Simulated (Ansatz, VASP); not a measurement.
# Two plane-wave programs on SiC3

The input INCAR:

```
ALGO = Normal
EDIFF = 1E-6
ENCUT = 520
GGA = PE
ISIF = 2
ISMEAR = 0
LASPH = T
LCHARG = F
LREAL = F
LWAVE = F
NBANDS = 16
NELM = 80
PREC = Accurate
SIGMA = 0.01
```

The input KPOINTS:

```
k-points
0
Gamma
  8 8 6
```

File POSCAR:

```
SiC3
1.0
    2.8303800896      0.0000000000      0.0000000000
    0.0000000000      2.8303800896      0.0000000000
    0.0000000000      0.0000000000      4.1527535055
C Si
3 1
Direct
    0.5000000000      0.0000000000      0.7880665833
    0.5000000000      0.5000000000      0.0000000000
    0.0000000000      0.5000000000      0.2119334167
    0.0000000000      0.0000000000      0.5000000000
```

Input for Ansatz:

```yaml
crystal:
  lattice:
    - [2.8303800896, 0.0, 0.0]
    - [0.0, 2.8303800896, 0.0]
    - [0.0, 0.0, 4.1527535055]
  atoms:
    - { symbol: C, position: [0.5, 0.0, 0.7880665833] }
    - { symbol: C, position: [0.5, 0.5, 0.0] }
    - { symbol: C, position: [0.0, 0.5, 0.2119334167] }
    - { symbol: Si, position: [0.0, 0.0, 0.5] }
kpoints:
  mp_grid: { grid: [8, 8, 6] }
hamiltonian:
  xc: pbe
scf:
  occupations: { method: fixed }
  n_extra_bands: 5
output:
  forces: true
  stress: true
  eigenvalues: true
```

Alike in both runs: task single point; functional PBE; k mesh 8 × 8 × 6; no spin polarisation.

```csv
,VASP,Ansatz
version,VASP 6.6.1,Ansatz 0.2.0
potentials or method,"VASP PAW PBE potentials, release 64 (C, Si)","plane waves, PAW"
plane-wave cutoff (eV),520,420
occupations,"gaussian, width 0.01 eV",fixed
valence electrons in the cell,16,16
```

VASP gave:

| Item | Value |
| --- | --- |
| gap on the k mesh at the Fermi level (eV) | 1.48 |
| pressure (GPa) | -7.9 |
| traceless stress, the component that is largest in VASP (GPa) | -0.73 |
| rms of the force components (eV/Å) | 0.062 |

**Question.** Estimate Ansatz's values.

**Answer.** gap on the k mesh at the Fermi level (eV): 1.48; pressure (GPa): -7.9; traceless stress, the component that is largest in VASP (GPa): -0.66; rms of the force components (eV/Å): 0.056.

Atom by atom the forces differ by 0.006 eV/Å (rms over components).
